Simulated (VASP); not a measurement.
# Zn (P6_3/mmc) in VASP: single point with PBE

Aim: the single point of Zn with PBE.

All numbers are computed with VASP 6.6.1; they aren't measurements. Logs are shortened: lines on timing, memory, paths and dates and some standing lists are left out, and cuts for length are marked.

### Step 1. The cell of the first run

Symmetry: P6_3/mmc, No. 194, hexagonal system. The conventional cell has a = 2.636 Å, b = 2.636 Å, c = 5.093 Å, α = 90.00°, β = 90.00°, γ = 120.00°. Within 3.5 Å of Zn (site symmetry -6m2) lie 12 Zn at 2.64 to 2.97 Å.

### Step 2. Single point, PBE

The input, INCAR:

```
SYSTEM = Zn
ALGO = Normal
EDIFF = 1E-6
ENCUT = 500
GGA = PE
GGA_COMPAT = .FALSE.
ISIF = 2
ISMEAR = -1
LASPH = .TRUE.
LCHARG = .FALSE.
LREAL = .FALSE.
LWAVE = .FALSE.
NBANDS = 19
NELM = 120
PREC = Accurate
SIGMA = 0.1
```

The input, KPOINTS:

```
k-points
0
G
  18 18 10
  0 0 0
```

The input, POSCAR:

```
Zn
1.0
    2.6358128869      0.0000000000      0.0000000000
   -1.3179064435      2.2826809196      0.0000000000
    0.0000000000      0.0000000000      5.0929170809
Zn
2
Direct
    0.3333333333      0.6666666667      0.2500000000
    0.6666666667      0.3333333333      0.7500000000
```

Potentials or basis: VASP PAW PBE potentials, release 64 (Zn).

Launch:

```
> cat potpaw_PBE.64/Zn/POTCAR > POTCAR
> mpirun -np 1 vasp_std > vasp.out
```

OUTCAR:

```text
SYSTEM = Zn
   EDIFF = 1E-6
   ENCUT = 500
   GGA = PE
   ISIF = 2
   ISMEAR = -1
   LASPH = .TRUE.
   LREAL = .FALSE.
   NELM = 120
   PREC = Accurate

 ion  position               nearest neighbor table
   1  0.333  0.667  0.250-   2 2.97   2 2.97   2 2.97   2 2.97   2 2.97   2 2.97
   2  0.667  0.333  0.750-   1 2.97   1 2.97   1 2.97   1 2.97   1 2.97   1 2.97

  LATTYP: Found a hexagonal cell.
 ALAT       =     2.6358128869
 C/A-ratio  =     1.9321997803

  Lattice vectors:

 A1 = (   2.6358128869,   0.0000000000,   0.0000000000)
 A2 = (  -1.3179064435,   2.2826809196,   0.0000000000)
 A3 = (   0.0000000000,   0.0000000000,   5.0929170809)

Analysis of symmetry for initial positions (statically):
=====================================================================
 Subroutine PRICEL returns:
 Original cell was already a primitive cell.

 Routine SETGRP: Setting up the symmetry group for a
 hexagonal supercell.

 Subroutine GETGRP returns: Found 24 space group operations
 (whereof 12 operations were pure point group operations)
 out of a pool of 24 trial point group operations.

The static configuration has the point symmetry D_3d.
 The point group associated with its full space group is D_6h.

Analysis of symmetry for dynamics (positions and initial velocities):
=====================================================================
 Subroutine PRICEL returns:
 Original cell was already a primitive cell.

 Routine SETGRP: Setting up the symmetry group for a
 hexagonal supercell.

 Subroutine GETGRP returns: Found 24 space group operations
 (whereof 12 operations were pure point group operations)
 out of a pool of 24 trial point group operations.

The dynamic configuration has the point symmetry D_3d.
 The point group associated with its full space group is D_6h.

 Subroutine INISYM returns: Found 24 space group operations
 (whereof 12 operations are pure point group operations),
 and found     1 'primitive' translations

----------------------------------------------------------------------------------------

                                     Primitive cell

  volume of cell :      30.6427

  direct lattice vectors                    reciprocal lattice vectors
     2.635812887  0.000000000  0.000000000     0.379389601  0.219040688  0.000000000
    -1.317906444  2.282680920  0.000000000     0.000000000  0.438081377  0.000000000
     0.000000000  0.000000000  5.092917081     0.000000000  0.000000000  0.196351125

  length of vectors
     2.635812887  2.635812887  5.092917081     0.438081377  0.438081377  0.196351125

  position of ions in fractional coordinates (direct lattice)
     0.333333333  0.666666667  0.250000000
     0.666666667  0.333333333  0.750000000

  ion indices of the primitive-cell ions
   primitive index   ion index
                 1           1
                 2           2

----------------------------------------------------------------------------------------

 KPOINTS: k-points

Automatic generation of k-mesh.
 Grid dimensions read from file:
 generate k-points for:   18   18   10

 Generating k-lattice:

  Cartesian coordinates                     Fractional coordinates (reciprocal lattice)
     0.021077200  0.012168927  0.000000000     0.055555556 -0.000000000  0.000000000
     0.000000000  0.024337854  0.000000000     0.000000000  0.055555556  0.000000000
     0.000000000  0.000000000  0.019635113     0.000000000  0.000000000  0.100000000

  Length of vectors
     0.024337854  0.024337854  0.019635113

  Shift w.r.t. Gamma in fractional coordinates (k-lattice)
     0.000000000  0.000000000  0.000000000

 Subroutine IBZKPT returns following result:
 ===========================================

 Found    222 irreducible k-points:

 Following reciprocal coordinates:
            Coordinates               Weight
  0.000000  0.000000  0.000000      1.000000
  0.055556  0.000000  0.000000      6.000000
  0.111111  0.000000  0.000000      6.000000
  0.166667  0.000000  0.000000      6.000000
  0.222222  0.000000  0.000000      6.000000
  0.277778  0.000000  0.000000      6.000000
[... 16 lines left out ...]
  0.333333  0.111111  0.000000     12.000000
  0.388889  0.111111  0.000000     12.000000
 [... further k-points ...]
   k-points           NKPTS =    222   k-points in BZ     NKDIM =    222   number of bands    NBANDS=     19
   number of dos      NEDOS =    301   number of ions     NIONS =      2
   total plane-waves  NPLWV =  16000
   dimension x,y,z NGX =    20 NGY =   20 NGZ =   40
   dimension x,y,z NGXF=    40 NGYF=   40 NGZF=   80
   ions per type =               2
   NGX,Y,Z   is equivalent  to a cutoff of  12.61, 12.61, 13.06 a.u.
   NGXF,Y,Z  is equivalent  to a cutoff of  25.23, 25.23, 26.11 a.u.
 SYSTEM =  Zn
   PREC   = accura    normal or accurate (medium, high low for compatibility)
   ISTART =      0    job   : 0-new  1-cont  2-samecut
   ICHARG =      2    charge: 1-file 2-atom 10-const
   ISPIN  =      1    spin polarized calculation?
   LNONCOLLINEAR =      F non collinear calculations
   LSORBIT =      F    spin-orbit coupling
   LASPH  =      T    aspherical Exc in radial PAW
   ENCUT  =  500.0 eV  36.75 Ry    6.06 a.u.   4.81  4.81  9.29*2*pi/ulx,y,z
   NELM   =    120;   NELMIN=  2; NELMDL= -5     # of ELM steps
   EDIFF  = 0.1E-05   stopping-criterion for ELM
   LREAL  =      F    real-space projection
   EDIFFG = 0.1E-04   stopping-criterion for IOM
   NSW    =      0    number of steps for IOM
   IBRION =     -1    ionic relax: 0-MD 1-quasi-New 2-CG
   NFREE  =      0    steps in history (QN), initial steepest desc. (CG)
   ISIF   =      2    stress and relaxation
   ISYM   =      2    0-nonsym 1-usesym 2-fastsym
   POTIM  = 0.5000    time-step for ionic-motion
   TEBEG  =    0.0;   TEEND  =   0.0 temperature during run
   PSTRESS=    0.0 pullay stress
   NELECT =      24.0000    total number of electrons
   NUPDOWN=      -1.0000    fix difference up-down
   EMIN   =  10.00;   EMAX   =-10.00  energy-range for DOS
   EFERMI =   0.00;   METHOD = LEGACY
   ISMEAR =    -1;   SIGMA  =   0.10  broadening in eV -4-tet -1-fermi 0-gaus
   EFERMI_NEDOS =   21; number of points for ismear=-14 and -15
   IALGO  =     38    algorithm
   IMIX   =      4    mixing-type and parameters
     AMIX     =   0.40;   BMIX     =  1.00
     AMIX_MAG =   1.60;   BMIX_MAG =  1.00
  volume/ion in A,a.u.               =      15.32       103.39
  Fermi-wavevector in a.u.,A,eV,Ry     =   1.509048  2.851688 30.983548  2.277226
  Thomas-Fermi vector in A             =   2.619422
   LORBIT       =      0    0 simple, 1 ext, 2 COOP (PROOUT), +10 PAW based schemes
   GGA     = PE    functional components
   LHFCALC =     F    Hartree Fock is set to
   AEXX    =    0.0000 exact exchange contribution
   IVDW    =     0    specifies the selected vdW correction
   LEPSILON=     F    determine dielectric tensor
   LRPA    =     F    only Hartree local field effects (RPA)
 non-spin polarized calculation
  energy-cutoff  :      500.00
  volume of cell :       30.64
 maximum number of plane-waves:       799
 NGX is ok and might be reduce to    20
   NGX =  9   NGY =  9   NGZ = 19

 number of electron      24.0000003 magnetization

 Free energy of the ion-electron system (eV)
  ---------------------------------------------------
  ext. energy  EPLUGINS =         0.00000000
  ---------------------------------------------------
  free energy    TOTEN  =        -2.22723859 eV

  energy without entropy =       -2.21693581  energy(sigma->0) =       -2.22208720

 E-fermi :   3.0226     XC(G=0): -11.5028

 val. band max:        2.9914578542   @ k =   0.2778   0.1667   0.0000
 cond. band min:       3.0446868731   @ k =   0.2778   0.2778   0.3000
 fundamental gap:      0.0532290189
 Fermi energy:         3.0225957959

 k-point     1 :       0.0000    0.0000    0.0000
  band No.  band energies     occupation
      1      -7.3007      2.00000
      2      -5.6159      2.00000
      3      -4.9057      2.00000
      4      -4.6348      2.00000
      5      -4.6348      2.00000
      6      -4.5945      2.00000
[... 11 lines left out ...]
     18      22.7445      0.00000
     19      22.7760      0.00000

 k-point     2 :       0.0556    0.0000    0.0000
  band No.  band energies     occupation
      1      -7.2065      2.00000
      2      -5.5717      2.00000
      3      -4.8941      2.00000
      4      -4.6459      2.00000
      5      -4.6122      2.00000
      6      -4.6056      2.00000
[... 11 lines left out ...]
     18      21.7207      0.00000
     19      23.6136      0.00000

 k-point     3 :       0.1111    0.0000    0.0000
  band No.  band energies     occupation
      1      -6.9276      2.00000
      2      -5.4509      2.00000
      3      -4.8645      2.00000
      4      -4.6731      2.00000
      5      -4.6296      2.00000
      6      -4.5466      2.00000
[... 11 lines left out ...]
     18      20.8669      0.00000
     19      22.1734      0.00000

 k-point     4 :       0.1667    0.0000    0.0000
  band No.  band energies     occupation
      1      -6.4796      2.00000
      2      -5.2944      2.00000
      3      -4.8333      2.00000
      4      -4.7048      2.00000
      5      -4.6205      2.00000
      6      -4.4784      2.00000
[... 11 lines left out ...]
     18      19.7239      0.00000
     19      20.4999      0.00000

 k-point     5 :       0.2222    0.0000    0.0000
  band No.  band energies     occupation
      1      -5.9198      2.00000
      2      -5.1868      2.00000
      3      -4.7892      2.00000
      4      -4.7032      2.00000
      5      -4.6601      2.00000
      6      -4.5107      2.00000
[... 11 lines left out ...]
     18      18.5007      0.00000
     19      19.1471      0.00000
[... 334 lines left out ...]
      2      -5.0750      2.00000
      3      -4.8329      2.00000
      4      -4.7366      2.00000
      5      -4.6869      2.00000
      6      -4.5299      2.00000
[... 11 lines left out ...]
     18      17.4419      0.00000
     19      18.3105      0.00000

 k-point    22 :       0.2778    0.1111    0.0000
  band No.  band energies     occupation
      1      -5.1800      2.00000
      2      -5.1129      2.00000
      3      -4.9406      2.00000
      4      -4.6110      2.00000
      5      -4.5856      2.00000
      6      -4.5018      2.00000
[... 11 lines left out ...]
     18      16.7980      0.00000
     19      18.1245      0.00000

 k-point    23 :       0.3333    0.1111    0.0000
  band No.  band energies     occupation
      1      -5.2324      2.00000
      2      -5.1513      2.00000
      3      -5.0171      2.00000
      4      -4.6283      2.00000
      5      -4.5261      2.00000
      6      -4.4406      2.00000
[... 11 lines left out ...]
     18      16.3140      0.00000
     19      17.7934      0.00000

 k-point    24 :       0.3889    0.1111    0.0000
  band No.  band energies     occupation
      1      -5.2744      2.00000
      2      -5.1840      2.00000
      3      -5.0623      2.00000
      4      -4.6552      2.00000
      5      -4.4730      2.00000
      6      -4.4722      2.00000
[... 11 lines left out ...]
     18      16.0142      0.00000
     19      17.5671      0.00000

 [... further k-points ...]
[... 5 lines left out ...]
  --------------------------------------------------------------------------------------
  -------------------------------------------------------------------------------------
  Total        0.0817082      0.0817082      0.0269658     -0.0000000      0.0000000      0.0000000
  in kB        4.2721827      4.2721827      1.4099273     -0.0000000      0.0000000      0.0000000
  external PRESSURE =       3.3180976 kB  Pullay stress =       0.0000000 kB

 VOLUME and BASIS-vectors are now :
 -----------------------------------------------------------------------------
  energy-cutoff  :      500.00
  volume of cell :       30.64
      direct lattice vectors                 reciprocal lattice vectors
     2.635812887  0.000000000  0.000000000     0.379389601  0.219040688  0.000000000
    -1.317906444  2.282680920  0.000000000     0.000000000  0.438081377  0.000000000
     0.000000000  0.000000000  5.092917081     0.000000000  0.000000000  0.196351125

 POSITION                                       TOTAL-FORCE (eV/Angst)
 -----------------------------------------------------------------------------------
     -0.00000      1.52179      1.27323        -0.000000     -0.000000      0.000000
      1.31791      0.76089      3.81969         0.000000      0.000000      0.000000
 -----------------------------------------------------------------------------------
    total drift:                               -0.000000      0.000000      0.000000

  FREE ENERGIE OF THE ION-ELECTRON SYSTEM (eV)
  ---------------------------------------------------
  free  energy   TOTEN  =        -2.2272385924 eV

  energy  without entropy=       -2.2169358063  energy(sigma->0) =       -2.22208720
```

Wall time 82 s (1 thread of Intel Xeon Platinum 8259CL at 2.50GHz (Skylake/Cascade Lake), shared host); peak memory 0.22 GiB.

Results:

```yaml
Free_energy: -2.2272 eV
Pressure: 0.3 GPa
Band_gap_on_the_k_mesh: zero (bands 12 and 13 overlap by 5.25 eV)
```

Levels at points of the mesh, in eV from the Fermi level:
| k point | band 9 | band 10 | band 11 | band 12 | band 13 | band 14 | band 15 | band 16 |
| --- | --- | --- | --- | --- | --- | --- | --- | --- |
| (0.00, 0.00, 0.00) | -7.24 | -7.07 | -7.07 | -3.73 | -3.46 | 12.29 | 16.11 | 18.20 |
| (0.50, 0.00, 0.00) | -6.85 | -6.84 | -2.65 | -1.93 | 2.40 | 3.60 | 3.88 | 5.68 |
| (0.00, 0.00, 0.50) | -7.14 | -7.14 | -7.14 | -7.14 | 3.87 | 3.87 | 19.39 | 19.39 |
| (0.50, 0.00, 0.50) | -6.85 | -6.85 | -1.75 | -1.75 | 0.29 | 0.29 | 9.63 | 9.63 |

The gap in the log of VASP goes by the Fermi energy; the results here count the filled bands.